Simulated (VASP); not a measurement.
**Cs: single point with PBEsol**

The system is Cs.

```
CELL_PARAMETERS angstrom
5.36664 0.00000 0.00000
-2.68332 4.64765 0.00000
0.00000 0.00000 17.80921
ATOMIC_POSITIONS crystal
Cs 0.00000 0.00000 0.00000
Cs 0.33333 0.66667 0.25000
Cs 0.00000 0.00000 0.50000
Cs 0.66667 0.33333 0.75000
```

This isn't the form of Cs at room conditions, which is bcc.

| Item | Value |
| --- | --- |
| Program | VASP 6.6.1 |
| Task | single point |
| Functional | PBEsol |
| Potentials or basis | VASP PAW PBE potentials, release 64 (Cs_sv) |
| Cutoff | 500 eV |
| k mesh | 12 × 12 × 4 |
| Occupations | gaussian, width 0.1 eV |
| Spin | no spin polarisation |
| Dipole correction | no |
| Further INCAR settings | ALGO = Normal; EDIFF = 1e-06; NBANDS = 26 |

```yaml
Pressure: 0.0 GPa
Band_gap_on_the_k_mesh: zero (bands 18 and 19 overlap by 1.80 eV)
```

Levels at points of the mesh, in eV from the Fermi level:
| k point | band 16 | band 17 | band 18 | band 19 | band 20 | band 21 |
| --- | --- | --- | --- | --- | --- | --- |
| (0.00, 0.00, 0.00) | -10.53 | -1.71 | -1.10 | -1.10 | -0.07 | 0.76 |
| (0.50, 0.00, 0.00) | -10.55 | -0.02 | 0.15 | 0.22 | 0.31 | 0.80 |
| (0.00, 0.00, 0.50) | -10.53 | -1.55 | -1.55 | -0.48 | -0.48 | 1.09 |
| (0.50, 0.00, 0.50) | -10.56 | 0.05 | 0.05 | 0.28 | 0.28 | 0.84 |

It took 9.2 min on 1 thread of Intel Xeon 8259CL (shared host), peak memory 0.78 GiB.

Caveat: the PAW data sets were made with another functional, which shifts forces and pressure a little; spin-orbit coupling is left out, which moves the levels of the heavy elements.
